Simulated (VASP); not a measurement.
Set up this calculation in VASP 6.6.1, as the native input.

```
Task                   : single point
Functional             : PBEsol
Potentials or basis    : VASP PAW PBE potentials, release 64 (Hg, Te)
Cutoff                 : 520 eV
k mesh                 : 7 × 7 × 7
Occupations            : fermi-dirac, width 0.05 eV
Spin                   : no spin polarisation
Dipole correction      : no
Further INCAR settings : ALGO = Normal; EDIFF = 1e-06; NBANDS = 16
```

The structure of HgTe (Coloradoite) lies in POSCAR:

```
HgTe
1.0
    0.0000000000      3.2555278362      3.2555278362
    3.2555278362      0.0000000000      3.2555278362
    3.2555278362      3.2555278362      0.0000000000
Hg Te
1 1
Direct
    0.0000000000      0.0000000000      0.0000000000
    0.7500000000      0.7500000000      0.7500000000
```

The input as run:

INCAR

```
SYSTEM = HgTe
PREC = Accurate
ENCUT = 520
EDIFF = 1E-6
ISMEAR = -1
SIGMA = 0.05
LREAL = .FALSE.
LASPH = .TRUE.
NELM = 100
ALGO = Normal
ISIF = 2
LWAVE = .FALSE.
LCHARG = .TRUE.
GGA = PS
LELF = .TRUE.
LVHAR = .TRUE.
NBANDS = 16
```

KPOINTS

```
regular mesh
0
G
  7 7 7
  0 0 0
```

Potentials or basis: VASP PAW PBE potentials, release 64 (Hg, Te).

The run is started by

```console
$ cat potpaw_PBE.64/Hg/POTCAR potpaw_PBE.64/Te/POTCAR > POTCAR
$ mpirun -np 1 vasp_std > vasp.out
```

It gave:

The pressure is 0.1 GPa and the band gap on the k mesh is zero (filled and empty bands touch).

Caveat: the PAW data sets were made with another functional, which shifts forces and pressure a little; spin-orbit coupling is left out, which moves the levels of the heavy elements.

Wall time 16 s on 1 thread of AMD EPYC 9R45 96-Core Processor (Zen 5), on a shared host, peak memory 0.18 GiB.
